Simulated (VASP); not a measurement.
# Al in VASP: notebook, part 2 of 3

VASP 6.6.1. The steps go on from the part before.

## (3) Single point, LDA (volume scaled by 1.06)

INCAR

```
ALGO = Normal
EDIFF = 1E-6
ENCUT = 520
ISIF = 2
ISMEAR = -1
LASPH = True
LCHARG = True
LELF = True
LREAL = False
LVHAR = True
LWAVE = False
NBANDS = 10
NELM = 80
PREC = Accurate
SIGMA = 0.05
```

KPOINTS

```
k-points
0
Gamma
  11 11 6
```

POSCAR

```
Al
1.0
    2.8676155389      0.0000000000      0.0000000000
   -1.4338077694      2.4834279049      0.0000000000
    0.0000000000      0.0000000000      4.9623026648
Al
2
Direct
    0.3333333333      0.6666666667      0.2500000000
    0.6666666667      0.3333333333      0.7500000000
```

Potentials or basis: VASP PAW LDA potentials, release 64 (Al).

On the command line:

```sh
$ cat potpaw_LDA.64/Al/POTCAR > POTCAR
$ mpirun -np 1 vasp_std > vasp.out
```

OUTCAR:

```text
EDIFF = 1E-6
   ENCUT = 520
   ISIF = 2
   ISMEAR = -1
   LASPH = True
   LREAL = False
   NELM = 80
   PREC = Accurate

 ion  position               nearest neighbor table
   1  0.333  0.667  0.250-   2 2.98   2 2.98   2 2.98   2 2.98   2 2.98   2 2.98
   2  0.667  0.333  0.750-   1 2.98   1 2.98   1 2.98   1 2.98   1 2.98   1 2.98

  LATTYP: Found a hexagonal cell.
 ALAT       =     2.8676155389
 C/A-ratio  =     1.7304630267

  Lattice vectors:

 A1 = (   2.8676155389,   0.0000000000,   0.0000000000)
 A2 = (  -1.4338077694,   2.4834279049,   0.0000000000)
 A3 = (   0.0000000000,   0.0000000000,   4.9623026648)

Analysis of symmetry for initial positions (statically):
=====================================================================
 Subroutine PRICEL returns:
 Original cell was already a primitive cell.

 Routine SETGRP: Setting up the symmetry group for a
 hexagonal supercell.

 Subroutine GETGRP returns: Found 24 space group operations
 (whereof 12 operations were pure point group operations)
 out of a pool of 24 trial point group operations.

The static configuration has the point symmetry D_3d.
 The point group associated with its full space group is D_6h.

Analysis of symmetry for dynamics (positions and initial velocities):
=====================================================================
 Subroutine PRICEL returns:
 Original cell was already a primitive cell.

 Routine SETGRP: Setting up the symmetry group for a
 hexagonal supercell.

 Subroutine GETGRP returns: Found 24 space group operations
 (whereof 12 operations were pure point group operations)
 out of a pool of 24 trial point group operations.

The dynamic configuration has the point symmetry D_3d.
 The point group associated with its full space group is D_6h.

 Subroutine INISYM returns: Found 24 space group operations
 (whereof 12 operations are pure point group operations),
 and found     1 'primitive' translations

----------------------------------------------------------------------------------------

                                     Primitive cell

[... 113 lines left out ...]
  Thomas-Fermi vector in A             =   2.030208
   LORBIT       =      0    0 simple, 1 ext, 2 COOP (PROOUT), +10 PAW based schemes
   GGA     = CA    functional components
   LHFCALC =     F    Hartree Fock is set to
   AEXX    =    0.0000 exact exchange contribution
   IVDW    =     0    specifies the selected vdW correction
   LEPSILON=     F    determine dielectric tensor
   LRPA    =     F    only Hartree local field effects (RPA)
 non-spin polarized calculation
  energy-cutoff  :      520.00
  volume of cell :       35.34
 maximum number of plane-waves:       991
 NGX is ok and might be reduce to    24
   NGX = 11   NGY = 11   NGZ = 19

 number of electron       6.0000000 magnetization

 Free energy of the ion-electron system (eV)
  ---------------------------------------------------
  ext. energy  EPLUGINS =         0.00000000
  ---------------------------------------------------
  free energy    TOTEN  =        -8.25095382 eV

  energy without entropy =       -8.24525280  energy(sigma->0) =       -8.24810331

 E-fermi :   7.1189     XC(G=0): -10.0921

 val. band max:        7.0548319460   @ k =   0.2727   0.1818   0.3333
 cond. band min:       7.1270865879   @ k =   0.4545   0.0000   0.0000
 fundamental gap:      0.0722546420
 Fermi energy:         7.1188929105

 k-point     1 :       0.0000    0.0000    0.0000
  band No.  band energies     occupation
      1      -3.5434      2.00000
      2       2.1106      2.00000
      3       2.5648      2.00000
      4      17.8896      0.00000
      5      17.8896      0.00000
      6      17.9733      0.00000
      7      18.3515      0.00000
      8      18.3515      0.00000
      9      18.6886      0.00000
     10      21.1550      0.00000
[... 287 lines left out ...]
 k-point    24 :       0.1818    0.0909    0.1667
  band No.  band energies     occupation
      1      -1.9997      2.00000
      2       1.8953      2.00000
      3       5.7128      2.00000
      4      10.4964      0.00000
      5      12.4090      0.00000
      6      14.1602      0.00000
      7      15.9542      0.00000
      8      16.4504      0.00000
      9      17.9512      0.00000
     10      18.9648      0.00000

 [... further k-points ...]
[... 5 lines left out ...]
  --------------------------------------------------------------------------------------
  -------------------------------------------------------------------------------------
  Total       -1.1974040     -1.1974040     -1.8506414     -0.0000000      0.0000000      0.0000000
  in kB      -54.2869624    -54.2869624    -83.9029303     -0.0000000      0.0000000      0.0000000
  external PRESSURE =     -64.1589517 kB  Pullay stress =       0.0000000 kB

 VOLUME and BASIS-vectors are now :
 -----------------------------------------------------------------------------
  energy-cutoff  :      520.00
  volume of cell :       35.34
      direct lattice vectors                 reciprocal lattice vectors
     2.867615539  0.000000000  0.000000000     0.348721782  0.201334615  0.000000000
    -1.433807769  2.483427905  0.000000000     0.000000000  0.402669229  0.000000000
     0.000000000  0.000000000  4.962302665     0.000000000  0.000000000  0.201519348

 POSITION                                       TOTAL-FORCE (eV/Angst)
 -----------------------------------------------------------------------------------
     -0.00000      1.65562      1.24058        -0.000000      0.000000      0.000000
      1.43381      0.82781      3.72173         0.000000     -0.000000      0.000000
 -----------------------------------------------------------------------------------
    total drift:                                0.000000     -0.000000      0.000000

  FREE ENERGIE OF THE ION-ELECTRON SYSTEM (eV)
  ---------------------------------------------------
  free  energy   TOTEN  =        -8.2509538231 eV

  energy  without entropy=       -8.2452528049  energy(sigma->0) =       -8.24810331
```

OSZICAR:

```text
N       E                     dE             d eps       ncg     rms          rms(c)
DAV:   1    -0.111732952450E+01   -0.11173E+01   -0.24134E+03  1280   0.481E+02
DAV:   2    -0.815415363352E+01   -0.70368E+01   -0.66256E+01  1750   0.536E+01
DAV:   3    -0.830786939543E+01   -0.15372E+00   -0.15307E+00  1714   0.626E+00
DAV:   4    -0.830843066272E+01   -0.56127E-03   -0.56114E-03  1566   0.420E-01
DAV:   5    -0.830843328871E+01   -0.26260E-05   -0.26261E-05  1580   0.296E-02    0.174E+00
DAV:   6    -0.827322912492E+01    0.35204E-01   -0.62230E-03  1456   0.352E-01    0.979E-01
DAV:   7    -0.825110160013E+01    0.22128E-01   -0.14169E-02  1438   0.520E-01    0.175E-01
DAV:   8    -0.825095415943E+01    0.14744E-03   -0.14878E-04  1766   0.682E-02    0.136E-02
DAV:   9    -0.825095382315E+01    0.33628E-06   -0.74676E-07  1448   0.524E-03
   1 F= -.82509538E+01 E0= -.82481033E+01  d E =-.570102E-02
```

Wall time 5.6 s (1 thread of Intel Xeon 6975P-C (Granite Rapids), shared host); peak memory 0.14 GiB.

What came out:

```yaml
Free_energy: -8.2510 eV
Pressure: -6.4 GPa
Band_gap_on_the_k_mesh: zero (band 3 reaches 10.46 eV, above the bottom of band 4 at 4.20 eV)
```

Stress tensor (GPa, compression positive):
```
-5.43  0.00  0.00
 0.00 -5.43  0.00
 0.00  0.00 -8.39
```

Caveat: the cell differs from its parent crystal (volume scaled by 1.06).

## (4) Single point, PBE

This run uses another cell than the first one, of 16.67 Å³/atom, 0.962 times its volume.

INCAR

```
ALGO = Normal ; EDIFF = 1E-6
ENCUT = 520 ; GGA = PE
ISIF = 2 ; ISMEAR = -1
LASPH = True ; LCHARG = True
LELF = True ; LREAL = False
LVHAR = True ; LWAVE = False
NBANDS = 10 ; NELM = 80
PREC = Accurate ; SIGMA = 0.05
```

KPOINTS is that of step 3.

POSCAR

```
Al
1.0
    2.8124553515     -0.0140622768      0.0000000000
   -1.4184059646      2.4426889198      0.0000000000
    0.0000000000      0.0000000000      4.8668500000
Al
2
Direct
    0.3333333333      0.6666666667      0.2500000000
    0.6666666667      0.3333333333      0.7500000000
```

Potentials or basis: VASP PAW PBE potentials, release 64 (Al).

On the command line:

```sh
$ cat potpaw_PBE.64/Al/POTCAR > POTCAR
$ mpirun -np 1 vasp_std > vasp.out
```

It took 21 s on 1 thread of Intel Xeon Platinum 8488C (Sapphire Rapids), shared host; peak memory 0.19 GiB.

Results (log left out):

```yaml
Free_energy: -7.4351 eV
Pressure: 0.1 GPa
Band_gap_on_the_k_mesh: zero (band 3 reaches 11.37 eV, above the bottom of band 4 at 4.90 eV)
```

Stress tensor (GPa, compression positive):
```
 1.64  0.51  0.00
 0.51  1.66  0.00
 0.00  0.00 -2.86
```

Levels at points of the mesh, in eV from the Fermi level:
```csv
k point,band 1,band 2,band 3,band 4,band 5,band 6
"(0.00, 0.00, 0.00)",-11.09,-5.09,-4.85,11.11,11.30,11.49
"(0.00, 0.00, 0.50)",-9.54,-9.54,2.36,2.36,12.32,12.32
```

## (5) Single point, PBEsol

This run uses another cell than the first one, of 15.36 Å³/atom, 0.886 times its volume.

INCAR

```
SYSTEM = Al
PREC = Accurate ; ENCUT = 520
EDIFF = 1E-6 ; ISMEAR = -1
SIGMA = 0.05 ; LREAL = .False.
LASPH = .True. ; NELM = 80
ALGO = Normal ; ISIF = 2
LWAVE = .False. ; LCHARG = .False.
GGA = PS ; NBANDS = 10
```

KPOINTS

```
regular mesh
0
Gamma
  11 11 6
  0 0 0
```

POSCAR

```
Al
1.0
    2.6999571374      0.0000000000      0.0000000000
   -1.3499785687      2.3382314701      0.0000000000
    0.0000000000      0.0000000000      4.8668500000
Al
2
Direct
    0.3333333333      0.6666666667      0.2500000000
    0.6666666667      0.3333333333      0.7500000000
```

Potentials or basis: VASP PAW PBE potentials, release 64 (Al).

On the command line:

```sh
$ cat potpaw_PBE.64/Al/POTCAR > POTCAR
$ mpirun -np 1 vasp_std > vasp.out
```

OUTCAR:

```text
SYSTEM = Al
   PREC = Accurate
   ENCUT = 520
   EDIFF = 1E-6
   ISMEAR = -1
   LREAL = .False.
   LASPH = .True.
   NELM = 80
   ISIF = 2
   GGA = PS

 ion  position               nearest neighbor table
   1  0.333  0.667  0.250-   2 2.89   2 2.89   2 2.89   2 2.89   2 2.89   2 2.89
   2  0.667  0.333  0.750-   1 2.89   1 2.89   1 2.89   1 2.89   1 2.89   1 2.89

  LATTYP: Found a hexagonal cell.
 ALAT       =     2.6999571374
 C/A-ratio  =     1.8025656528

  Lattice vectors:

[... 500 lines left out ...]

------------------------ aborting loop because EDIFF is reached ----------------------------------------

  FORCE on cell =-STRESS in cart. coord.  units (eV):
  Direction    XX          YY          ZZ          XY          YZ          ZX
  --------------------------------------------------------------------------------------
  -------------------------------------------------------------------------------------
  Total        1.8194944      1.8194944      0.1475561      0.0000000     -0.0000000      0.0000000
  in kB       94.8787535     94.8787535      7.6944117      0.0000000     -0.0000000      0.0000000
  external PRESSURE =      65.8173062 kB  Pullay stress =       0.0000000 kB

 VOLUME and BASIS-vectors are now :
 -----------------------------------------------------------------------------
  energy-cutoff  :      520.00
  volume of cell :       30.73
      direct lattice vectors                 reciprocal lattice vectors
     2.699957137  0.000000000  0.000000000     0.370376250  0.213836828  0.000000000
    -1.349978569  2.338231470  0.000000000     0.000000000  0.427673655  0.000000000
     0.000000000  0.000000000  4.866850000     0.000000000  0.000000000  0.205471712

 POSITION                                       TOTAL-FORCE (eV/Angst)
 -----------------------------------------------------------------------------------
     -0.00000      1.55882      1.21671         0.000000      0.000000      0.000000
      1.34998      0.77941      3.65014        -0.000000     -0.000000      0.000000
 -----------------------------------------------------------------------------------
    total drift:                               -0.000000      0.000000     -0.000000

  FREE ENERGIE OF THE ION-ELECTRON SYSTEM (eV)
  ---------------------------------------------------
  free  energy   TOTEN  =        -8.0484029605 eV

  energy  without entropy=       -8.0443086350  energy(sigma->0) =       -8.04635580
```

OSZICAR:

```text
N       E                     dE             d eps       ncg     rms          rms(c)
DAV:   1    -0.199425536523E+00   -0.19943E+00   -0.24215E+03  1280   0.481E+02
DAV:   2    -0.792241738601E+01   -0.77230E+01   -0.73571E+01  1686   0.546E+01
DAV:   3    -0.811154533561E+01   -0.18913E+00   -0.18865E+00  1722   0.703E+00
DAV:   4    -0.811249515919E+01   -0.94982E-03   -0.94979E-03  1536   0.545E-01
DAV:   5    -0.811250227445E+01   -0.71153E-05   -0.71152E-05  1558   0.510E-02    0.219E+00
DAV:   6    -0.807383112997E+01    0.38671E-01   -0.43467E-03  1436   0.302E-01    0.124E+00
DAV:   7    -0.804861762890E+01    0.25214E-01   -0.10458E-02  1388   0.459E-01    0.211E-01
DAV:   8    -0.804840825340E+01    0.20938E-03   -0.23449E-04  1758   0.809E-02    0.452E-02
DAV:   9    -0.804840332866E+01    0.49247E-05   -0.69445E-06  1546   0.125E-02    0.633E-03
DAV:  10    -0.804840296046E+01    0.36820E-06   -0.48436E-07   832   0.326E-03
   1 F= -.80484030E+01 E0= -.80463558E+01  d E =-.409433E-02
```

Run time: 16 s. Hardware: 1 thread of Intel Xeon 8259CL, shared host; peak memory 0.14 GiB.

What came out:

```
Free energy            : -8.0484 eV
Pressure               : 6.6 GPa
Band gap on the k mesh : zero (band 3 reaches 12.18 eV, above the bottom of band 4 at 5.81 eV)
```

Stress tensor (GPa, compression positive):
```
9.49 0.00 0.00
0.00 9.49 0.00
0.00 0.00 0.77
```

Levels at points of the mesh, in eV from the Fermi level:
```
           k point  band 1  band 2  band 3  band 4  band 5  band 6  band 7  band 8
(0.00, 0.00, 0.00)  -11.68   -5.73   -5.41   10.65   11.87   12.62   12.62   12.81
(0.00, 0.00, 0.50)  -10.13  -10.13    1.74    1.74   13.40   13.40   13.40   13.40
```

Caveat: the PAW data sets were made with another functional, which shifts forces and pressure a little.

(Continued in part 3 of 3.)
